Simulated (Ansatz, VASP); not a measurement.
AlSi16 in VASP and in Ansatz

```xyz
17
Lattice="0.0000 5.4300 5.4300 5.4300 0.0000 5.4300 5.4300 5.4300 0.0000" Properties=species:S:1:pos:R:3 pbc="T T T"
Si   -0.0514   -0.0492   -0.0218
Si    1.3203    1.3226    1.3059
Si    2.6954    2.6978   -0.0146
Si    4.0386    4.0411    1.3289
Si    2.7261   -0.0910    2.6264
Si    4.0464    1.3152    4.0329
Si    5.3788    2.6904    2.6685
Si    6.7503    4.0186    4.0403
Si   -0.0934    2.7284    2.6263
Si    1.3128    4.0484    4.0329
Si    2.6877    5.3811    2.6686
Si    4.0162    6.7526    4.0403
Si    2.7104    2.7127    5.4301
Si    4.0191    4.0215    6.7392
Si    5.3365    5.3388    5.4463
Si    6.7429    6.7454    6.7658
Al    6.7333    6.7358    4.0236
```

Alike in both runs: functional PBE; k mesh 2 × 2 × 2; occupations gaussian, width 0.05 eV; collinear spin.

Ansatz relaxed the structure, and its values are those at the end. VASP's run is a single point on that final structure, the one shown.

|  | VASP | Ansatz |
| --- | --- | --- |
| version | VASP 6.6.1 | Ansatz 0.2.0 |
| potentials or method | VASP PAW PBE potentials, release 64 (Si, Al), cutoff 520 eV | scalar-relativistic, plane waves, PAW |
| valence electrons in the cell | 67 | 67 |

Ansatz gave:

```
rms of the force components (eV/Å) : 0.009
net moment per atom (μB)           : 0.00
```

Task: Estimate VASP's values.

Result: rms of the force components (eV/Å): 0.010; net moment per atom (μB): 0.00.

Ansatz's warnings: filled band counts differ across k points, seeded moment not kept.

The k mesh is coarse, so the values compare programs but aren't converged.
